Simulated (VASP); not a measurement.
# ScGa7N8 (Cm) in VASP: further runs

The runs below take ScGa7N8 through single point, with PBEsol.

Program: VASP 6.6.1. These are calculated values, not measurements. Logs are shortened: lines on timing, memory, paths and dates and some standing lists are left out, and cuts for length are marked.

**1. The cell of the first run**

It takes space group Cm (No. 8, monoclinic). The conventional cell has a = 10.429 Å, b = 6.441 Å, c = 7.637 Å, α = 90.00°, β = 133.01°, γ = 90.00°. Within 2.7 Å of Sc (site symmetry m) lie 4 N at 2.04 to 2.06 Å. Within 2.6 Å of Ga (site symmetry 1) lie 4 N at 1.93 to 1.97 Å. Within 2.6 Å of Ga (site symmetry m) lie 4 N at 1.94 to 1.99 Å. Ga (site symmetry 1) has 4 N at 1.95 to 1.98 Å within 2.6 Å. Ga (site symmetry m) has 4 N at 1.95 to 1.97 Å within 2.6 Å. Ga (site symmetry m) has 4 N at 1.95 to 1.97 Å within 2.6 Å. Within 2.6 Å of N (site symmetry m) lie 3 Ga at 1.95 Å and 1 Sc at 2.06 Å. N (site symmetry m) has 4 Ga at 1.97 to 1.99 Å within 2.6 Å.

**2. Single point, PBEsol**

File INCAR:

```
PREC     = Accurate       # precision mode
ENCUT    = 520            # plane-wave cutoff, eV
EDIFF    = 1E-7           # SCF threshold, eV
ISMEAR   = 0              # smearing method
SIGMA    = 0.1            # smearing width, eV
LREAL    = Auto         
LASPH    = True           # aspherical terms in the spheres
NELM     = 60             # most SCF steps
ALGO     = Normal         # electronic algorithm
ISIF     = 2              # what is computed and relaxed
LWAVE    = False          # write WAVECAR
LCHARG   = True           # write CHGCAR
GGA      = PS             # functional
LELF     = True           # ELF
LVHAR    = True         
NBANDS   = 85             # bands
```

File KPOINTS:

```
Automatic mesh
0
Gamma
  4 4 4
```

File POSCAR:

```
ScGa7N8
1.0
    3.2205216675     -0.0023793055      5.2147346535
    3.2205216675      0.0023793055     -5.2147346535
   -3.2205216675      5.5842451237     -0.0025634007
Sc Ga N
1 7 8
Direct
    0.1656006626      0.1691812479      0.3347819105
    0.1686974692      0.1701248022      0.8337960572
    0.6652330153      0.6656645215      0.3308975368
    0.6636712550      0.6650985880      0.8337960572
    0.0844540145      0.5834472765      0.1642135951
    0.5807663186      0.0797595806      0.1642135951
    0.0823024607      0.5881644674      0.6704669281
    0.5867941582      0.0812831709      0.6680773291
    0.3637713492      0.9716051242      0.3353764734
    0.8570791709      0.4757636957      0.3328428666
    0.3558385882      0.9806448806      0.8329886845
    0.8523438039      0.4771500963      0.8329886845
    0.2758433138      0.4019337480      0.1591118068
    0.2736928639      0.4065540069      0.6802468708
    0.7571780588      0.8832684931      0.1591118068
    0.7747334972      0.8923563003      0.6670897975
```

Potentials or basis: VASP PAW PBE potentials, release 64 (Sc_sv, Ga_d, N).

Command:

```console
cat potpaw_PBE.64/Sc_sv/POTCAR potpaw_PBE.64/Ga_d/POTCAR potpaw_PBE.64/N/POTCAR > POTCAR
mpirun -np 1 vasp_std > vasp.out
```

OUTCAR:

```text
PREC = Accurate
   ENCUT = 520
   EDIFF = 1E-7
   ISMEAR = 0
   LREAL = Auto
   LASPH = True
   NELM = 60
   ISIF = 2
   GGA = PS

 ion  position               nearest neighbor table
   1  0.166  0.169  0.335-  15 2.04  13 2.04  14 2.04   9 2.06
   2  0.169  0.170  0.834-  13 1.93  14 1.94  11 1.96  16 1.97
   3  0.665  0.666  0.331-  13 1.94  15 1.94  16 1.97  10 1.99
   4  0.664  0.665  0.834-  15 1.93  14 1.94  12 1.96  16 1.97
   5  0.084  0.583  0.164-  13 1.95   9 1.95  12 1.96  10 1.98
   6  0.581  0.080  0.164-  15 1.95   9 1.95  11 1.96  10 1.98
[... 8 lines left out ...]
  15  0.757  0.883  0.159-   4 1.93   3 1.94   6 1.95   1 2.04
  16  0.775  0.892  0.667-   8 1.97   2 1.97   4 1.97   3 1.97

  LATTYP: Found a base centered monoclinic cell.
 ALAT       =    10.4294703926
 B/A-ratio  =     0.6175810557
 C/A-ratio  =     0.7322531156
 COS(beta)  =    -0.6821547179

  Lattice vectors:

 A1 = (   3.2205216675,   0.0023793055,  -5.2147346535)
 A2 = (  -3.2205216675,   0.0023793055,  -5.2147346535)
 A3 = (   0.0000000000,   5.5818658182,   5.2121712528)

Analysis of symmetry for initial positions (statically):
=====================================================================
 Subroutine PRICEL returns:
 Original cell was already a primitive cell.

 Routine SETGRP: Setting up the symmetry group for a
 base centered monoclinic supercell.

 Subroutine GETGRP returns: Found  2 space group operations
 (whereof  2 operations were pure point group operations)
 out of a pool of  4 trial point group operations.

The static configuration has the point symmetry C_1h.

Analysis of symmetry for dynamics (positions and initial velocities):
=====================================================================
 Subroutine PRICEL returns:
 Original cell was already a primitive cell.

 Routine SETGRP: Setting up the symmetry group for a
 base centered monoclinic supercell.

 Subroutine GETGRP returns: Found  2 space group operations
 (whereof  2 operations were pure point group operations)
 out of a pool of  4 trial point group operations.

The dynamic configuration has the point symmetry C_1h.

 Subroutine INISYM returns: Found  2 space group operations
 (whereof  2 operations are pure point group operations),
 and found     1 'primitive' translations

----------------------------------------------------------------------------------------

                                     Primitive cell

  volume of cell :     187.5654

  direct lattice vectors                    reciprocal lattice vectors
     3.220521667 -0.002379306  5.214734653     0.155254351  0.089581649  0.095923029
     3.220521667  0.002379306 -5.214734653     0.155254351  0.089493622 -0.095841323
    -3.220521667  5.584245124 -0.002563401     0.000000000  0.179075271  0.000081706

  length of vectors
     6.129047477  6.129047477  6.446360212     0.203297842  0.203220523  0.179075290

  position of ions in fractional coordinates (direct lattice)
     0.165600663  0.169181248  0.334781910
     0.168697469  0.170124802  0.833796057
     0.665233015  0.665664521  0.330897537
     0.663671255  0.665098588  0.833796057
     0.084454014  0.583447277  0.164213595
     0.580766319  0.079759581  0.164213595
[... 8 lines left out ...]
     0.757178059  0.883268493  0.159111807
     0.774733497  0.892356300  0.667089797

  ion indices of the primitive-cell ions
   primitive index   ion index
                 1           1
                 2           2
                 3           3
                 4           4
                 5           5
                 6           6
[... 8 lines left out ...]
                15          15
                16          16

----------------------------------------------------------------------------------------

 KPOINTS: Automatic mesh

Automatic generation of k-mesh.
 Grid dimensions read from file:
 generate k-points for:    4    4    4

 Generating k-lattice:

  Cartesian coordinates                     Fractional coordinates (reciprocal lattice)
     0.038813588  0.022395412  0.023980757     0.250000000  0.000000000 -0.000000000
     0.038813588  0.022373405 -0.023960331     0.000000000  0.250000000 -0.000000000
     0.000000000  0.044768818  0.000020426    -0.000000000  0.000000000  0.250000000

  Length of vectors
     0.050824461  0.050805131  0.044768822

  Shift w.r.t. Gamma in fractional coordinates (k-lattice)
     0.000000000  0.000000000  0.000000000

 Subroutine IBZKPT returns following result:
 ===========================================

 Found     24 irreducible k-points:

 Following reciprocal coordinates:
            Coordinates               Weight
  0.000000  0.000000  0.000000      1.000000
  0.250000 -0.000000  0.000000      4.000000
  0.500000 -0.000000  0.000000      2.000000
 -0.000000  0.250000  0.000000      4.000000
  0.250000  0.250000  0.000000      4.000000
  0.500000  0.250000  0.000000      4.000000
[... 16 lines left out ...]
 -0.250000  0.250000  0.500000      2.000000
  0.500000  0.500000  0.500000      1.000000
   k-points           NKPTS =     24   k-points in BZ     NKDIM =     24   number of bands    NBANDS=     85
   number of dos      NEDOS =    301   number of ions     NIONS =     16
   total plane-waves  NPLWV = 110592
   dimension x,y,z NGX =    48 NGY =   48 NGZ =   48
   dimension x,y,z NGXF=    96 NGYF=   96 NGZF=   96
   ions per type =               1   7   8
   NGX,Y,Z   is equivalent  to a cutoff of  13.02, 13.02, 12.38 a.u.
   NGXF,Y,Z  is equivalent  to a cutoff of  26.04, 26.04, 24.76 a.u.
 SYSTEM =  unknown system
   PREC   = accura    normal or accurate (medium, high low for compatibility)
   ISTART =      0    job   : 0-new  1-cont  2-samecut
   ICHARG =      2    charge: 1-file 2-atom 10-const
   ISPIN  =      1    spin polarized calculation?
   LNONCOLLINEAR =      F non collinear calculations
   LSORBIT =      F    spin-orbit coupling
   LASPH  =      T    aspherical Exc in radial PAW
   ENCUT  =  520.0 eV  38.22 Ry    6.18 a.u.  11.40 11.40 11.99*2*pi/ulx,y,z
   NELM   =     60;   NELMIN=  2; NELMDL= -5     # of ELM steps
   EDIFF  = 0.1E-06   stopping-criterion for ELM
   LREAL  =      T    real-space projection
   EDIFFG = 0.1E-05   stopping-criterion for IOM
   NSW    =      0    number of steps for IOM
   IBRION =     -1    ionic relax: 0-MD 1-quasi-New 2-CG
   NFREE  =      0    steps in history (QN), initial steepest desc. (CG)
   ISIF   =      2    stress and relaxation
   ISYM   =      2    0-nonsym 1-usesym 2-fastsym
   POTIM  = 0.5000    time-step for ionic-motion
   TEBEG  =    0.0;   TEEND  =   0.0 temperature during run
   PSTRESS=    0.0 pullay stress
   NELECT =     142.0000    total number of electrons
   NUPDOWN=      -1.0000    fix difference up-down
   EMIN   =  10.00;   EMAX   =-10.00  energy-range for DOS
   EFERMI =   0.00;   METHOD = LEGACY
   ISMEAR =     0;   SIGMA  =   0.10  broadening in eV -4-tet -1-fermi 0-gaus
   EFERMI_NEDOS =   21; number of points for ismear=-14 and -15
   IALGO  =     38    algorithm
   IMIX   =      4    mixing-type and parameters
     AMIX     =   0.40;   BMIX     =  1.00
     AMIX_MAG =   1.60;   BMIX_MAG =  1.00
  volume/ion in A,a.u.               =      11.72        79.11
  Fermi-wavevector in a.u.,A,eV,Ry     =   1.492061  2.819587 30.289929  2.226247
  Thomas-Fermi vector in A             =   2.604637
   LORBIT       =      0    0 simple, 1 ext, 2 COOP (PROOUT), +10 PAW based schemes
   GGA     = PS    functional components
   LHFCALC =     F    Hartree Fock is set to
   AEXX    =    0.0000 exact exchange contribution
   IVDW    =     0    specifies the selected vdW correction
   LEPSILON=     F    determine dielectric tensor
   LRPA    =     F    only Hartree local field effects (RPA)
 non-spin polarized calculation
 Gauss-broadening in eV      SIGMA  =   0.10
  energy-cutoff  :      520.00
  volume of cell :      187.57
 maximum number of plane-waves:      5078
 NGX is ok and might be reduce to    48
   NGX = 23   NGY = 23   NGZ = 23

 number of electron     142.0000003 magnetization

 Free energy of the ion-electron system (eV)
  ---------------------------------------------------
  ext. energy  EPLUGINS =         0.00000000
  ---------------------------------------------------
  free energy    TOTEN  =      -110.07065386 eV

  energy without entropy =     -110.07065386  energy(sigma->0) =     -110.07065386

 E-fermi :   5.0762     XC(G=0): -11.7485

 val. band max:        4.6586538107   @ k =   0.0000   0.0000   0.0000
 cond. band min:       6.7952820561   @ k =   0.0000   0.0000   0.0000
 fundamental gap:      2.1366282455
 Fermi energy:         5.0762457027

 k-point     1 :       0.0000    0.0000    0.0000
  band No.  band energies     occupation
      1     -42.1149      2.00000
      2     -21.0320      2.00000
      3     -21.0272      2.00000
      4     -21.0195      2.00000
      5     -10.7283      2.00000
      6      -9.9509      2.00000
[... 75 lines left out ...]
     82      11.3698      0.00000
     83      11.6988      0.00000

 k-point     2 :       0.2500   -0.0000    0.0000
  band No.  band energies     occupation
      1     -42.1149      2.00000
      2     -21.0327      2.00000
      3     -21.0275      2.00000
      4     -21.0198      2.00000
      5     -10.5495      2.00000
      6      -9.9641      2.00000
[... 75 lines left out ...]
     82      11.3138      0.00000
     83      11.8238      0.00000
[... 1804 lines left out ...]
     82      11.4249      0.00000
     83      12.0384      0.00000

 k-point    24 :       0.5000    0.5000    0.5000
  band No.  band energies     occupation
      1     -42.1149      2.00000
      2     -21.0329      2.00000
      3     -21.0287      2.00000
      4     -21.0207      2.00000
      5     -10.1036      2.00000
      6     -10.0207      2.00000
[... 75 lines left out ...]
     82      11.6899      0.00000
     83      11.7970      0.00000
 [bands above 83 left out]

------------------------ aborting loop because EDIFF is reached ----------------------------------------

  FORCE on cell =-STRESS in cart. coord.  units (eV):
  Direction    XX          YY          ZZ          XY          YZ          ZX
  --------------------------------------------------------------------------------------
  -------------------------------------------------------------------------------------
  Total       -0.1516322     -0.1765590     -0.1400464      0.0000000     -0.0049836      0.0000000
  in kB       -1.2952366     -1.5081605     -1.1962713      0.0000000     -0.0425694      0.0000000
  external PRESSURE =      -1.3332228 kB  Pullay stress =       0.0000000 kB

 VOLUME and BASIS-vectors are now :
 -----------------------------------------------------------------------------
  energy-cutoff  :      520.00
  volume of cell :      187.57
      direct lattice vectors                 reciprocal lattice vectors
     3.220521667 -0.002379306  5.214734653     0.155254351  0.089581649  0.095923029
     3.220521667  0.002379306 -5.214734653     0.155254351  0.089493622 -0.095841323
    -3.220521667  5.584245124 -0.002563401     0.000000000  0.179075271  0.000081706

 POSITION                                       TOTAL-FORCE (eV/Angst)
 -----------------------------------------------------------------------------------
      0.00000      1.86951     -0.01953         0.000000      0.010384      0.008245
     -1.59407      4.65612     -0.00958         0.009128     -0.000742      0.006496
      3.22052      1.84781     -0.00310         0.000000     -0.006406      0.017337
      1.59407      4.65612     -0.00958        -0.009128     -0.000742      0.006496
      1.62214      0.91820     -2.60254         0.015978      0.007661      0.009133
      1.59838      0.91582      2.61220        -0.015978      0.007661      0.009133
[... 8 lines left out ...]
      4.77067      0.88882     -0.65794        -0.047570     -0.029562     -0.020681
      3.22052      3.72547     -0.61508         0.000000      0.005264     -0.008039
 -----------------------------------------------------------------------------------
    total drift:                               -0.000007     -0.005909      0.006851

  FREE ENERGIE OF THE ION-ELECTRON SYSTEM (eV)
  ---------------------------------------------------
  free  energy   TOTEN  =      -110.0706538637 eV

  energy  without entropy=     -110.0706538636  energy(sigma->0) =     -110.07065386
```

Wall time 13 min (1 thread of Intel Xeon Platinum 8488C (Sapphire Rapids), shared host); peak memory 0.46 GiB.

What came out:

| Item | Value |
| --- | --- |
| Free energy | -110.0707 eV |
| Pressure | -0.1 GPa |
| Largest force | 0.060 eV/Å |
| Band gap on the k mesh | 2.14 eV |

Forces on the atoms (eV/Å):
```
Sc   0.000  0.010  0.008
Ga   0.009 -0.001  0.006
Ga   0.000 -0.006  0.017
Ga  -0.009 -0.001  0.006
Ga   0.016  0.008  0.009
Ga  -0.016  0.008  0.009
Ga   0.000  0.002  0.013
Ga   0.000 -0.020 -0.004
N    0.000  0.000  0.053
N    0.000 -0.001 -0.042
N    0.001 -0.001 -0.005
N   -0.001 -0.001 -0.005
N    0.048 -0.030 -0.021
N    0.000  0.057 -0.018
N   -0.048 -0.030 -0.021
N    0.000  0.005 -0.008
```

Levels at points of the mesh, in eV from the valence-band top:
```csv
k point,band 67,band 68,band 69,band 70,band 71,band 72,band 73,band 74,band 75,band 76
"(0.00, 0.00, 0.00)",-0.76,-0.68,-0.03,-0.01,0.00,2.14,4.07,4.16,4.17,4.38
"(0.50, 0.00, 0.00)",-0.95,-0.90,-0.62,-0.44,-0.33,4.28,4.62,4.68,4.84,5.22
"(0.00, 0.50, 0.00)",-0.91,-0.88,-0.86,-0.31,-0.14,4.30,4.34,4.69,4.82,5.17
"(0.50, 0.50, 0.00)",-0.72,-0.63,-0.61,-0.24,-0.23,4.05,4.14,4.19,4.22,4.48
"(0.00, 0.00, 0.50)",-0.76,-0.53,-0.52,-0.35,-0.19,4.32,4.42,4.62,4.62,5.05
"(0.50, 0.50, 0.50)",-1.17,-1.10,-0.81,-0.57,-0.28,4.39,4.49,4.78,4.90,5.30
```

Caveat: the PAW data sets were made with another functional, which shifts forces and pressure a little.

**3. Single point, PBEsol**

This run uses another cell than the first one, of 11.77 Å³/atom.

File INCAR:

```
SYSTEM = ScGa7N8
ALGO = Normal
EDIFF = 1E-7
ENCUT = 520
GGA = PS
ISIF = 2
ISMEAR = 0
LASPH = .TRUE.
LCHARG = .TRUE.
LELF = .TRUE.
LREAL = Auto
LVHAR = .TRUE.
LWAVE = .FALSE.
NBANDS = 85
NELM = 80
PREC = Accurate
SIGMA = 0.1
```

File KPOINTS:

```
k-points
0
G
  4 4 4
  0 0 0
```

File POSCAR:

```
ScGa7N8
1.0
    3.2341250000      0.0000000000      5.1993750000
    3.2341250000      0.0000000000     -5.1993750000
   -3.2341250000      5.6016688180      0.0000000000
Sc Ga N
1 7 8
Direct
    0.1666666700      0.1666666700      0.3333333300
    0.1666666700      0.1666666700      0.8333333300
    0.6666666700      0.6666666700      0.3333333300
    0.6666666700      0.6666666700      0.8333333300
    0.0833333300      0.5833333300      0.1666666700
    0.5833333300      0.0833333300      0.1666666700
    0.0833333300      0.5833333300      0.6666666700
    0.5833333300      0.0833333300      0.6666666700
    0.3551666700      0.9781666700      0.3333333300
    0.8551666700      0.4781666700      0.3333333300
    0.3551666700      0.9781666700      0.8333333300
    0.8551666700      0.4781666700      0.8333333300
    0.2718333300      0.3948333300      0.1666666700
    0.2718333300      0.3948333300      0.6666666700
    0.7718333300      0.8948333300      0.1666666700
    0.7718333300      0.8948333300      0.6666666700
```

Potentials or basis: VASP PAW PBE potentials, release 64 (Sc_sv, Ga_d, N).

Command:

```console
cat potpaw_PBE.64/Sc_sv/POTCAR potpaw_PBE.64/Ga_d/POTCAR potpaw_PBE.64/N/POTCAR > POTCAR
mpirun -np 1 vasp_std > vasp.out
```

Run time: 13 min. Hardware: 1 thread of Intel Xeon Platinum 8488C (Sapphire Rapids), shared host; peak memory 0.46 GiB.

It converged, with:

| Item | Value |
| --- | --- |
| Free energy | -109.7143 eV |
| Pressure | 0.0 GPa |
| Largest force | 2.210 eV/Å |
| Band gap on the k mesh | 2.14 eV |

Forces in eV/Å, atoms in the order of the input:
```
Sc   0.000 -0.015 -0.432
Ga   0.208  0.125 -0.239
Ga   0.000 -0.245 -0.364
Ga  -0.208  0.125 -0.239
Ga   0.217 -0.100  0.079
Ga  -0.217 -0.100  0.079
Ga   0.000  0.227  0.009
Ga   0.000 -0.027 -0.026
N    0.000  0.045  2.209
N    0.000  0.017  0.166
N    0.013 -0.025  0.066
N   -0.013 -0.025  0.066
N    1.690 -1.007 -0.486
N    0.000  1.984 -0.551
N   -1.690 -1.007 -0.486
N    0.000  0.026  0.148
```

Stress tensor (GPa, compression positive):
```
-1.04  0.00  0.00
 0.00 -1.02  0.00
 0.00  0.00  2.09
```

Levels at points of the mesh, in eV from the valence-band top:
```tsv
k point	band 67	band 68	band 69	band 70	band 71	band 72	band 73	band 74	band 75	band 76
(0.00, 0.00, 0.00)	-0.74	-0.69	-0.04	-0.03	0.00	2.14	4.12	4.39	4.40	4.43
(0.50, 0.00, 0.00)	-0.95	-0.84	-0.56	-0.43	-0.32	4.35	4.69	5.02	5.15	5.52
(0.00, 0.50, 0.00)	-0.87	-0.85	-0.82	-0.27	-0.13	4.36	4.58	5.01	5.16	5.39
(0.50, 0.50, 0.00)	-0.69	-0.61	-0.57	-0.24	-0.22	4.18	4.21	4.36	4.39	4.56
(0.00, 0.00, 0.50)	-0.72	-0.55	-0.54	-0.35	-0.19	4.35	4.44	4.98	4.99	5.35
(0.50, 0.50, 0.50)	-1.11	-1.05	-0.83	-0.55	-0.27	4.68	4.79	5.03	5.20	5.34
```

Caveat: the PAW data sets were made with another functional, which shifts forces and pressure a little.
